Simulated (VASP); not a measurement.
Input of a VASP 6.6.1 run:

INCAR

```
SYSTEM = Sr
PREC = Accurate
ENCUT = 520
EDIFF = 1E-7
ISMEAR = -1
SIGMA = 0.05
LREAL = .FALSE.
LASPH = .TRUE.
NELM = 60
ALGO = Normal
ISIF = 2
LWAVE = .FALSE.
LCHARG = .FALSE.
GGA = PS
NBANDS = 11
```

File KPOINTS:

```
Automatic mesh
0
G
  8 8 8
  0 0 0
```

Contents of POSCAR:

```
Sr
1.0
    0.0000000000      3.1020190703      3.1020190703
    3.1020190703      0.0000000000      3.1020190703
    3.1020190703      3.1020190703      0.0000000000
Sr
1
Direct
    0.0000000000      0.0000000000      0.0000000000
```

Potentials or basis: VASP PAW PBE potentials, release 64 (Sr_sv).

Command:

```console
$ cat potpaw_PBE.64/Sr_sv/POTCAR > POTCAR
$ mpirun -np 1 vasp_std > vasp.out
```

(1) Predict the pressure.

(2) What does it give for the band gap on the k mesh?

## Answers

(1) -1.4 GPa.

(2) zero (band 5 reaches 1.35 eV, above the bottom of band 6 at 1.22 eV).

Caveat: the PAW data sets were made with another functional, which shifts forces and pressure a little.
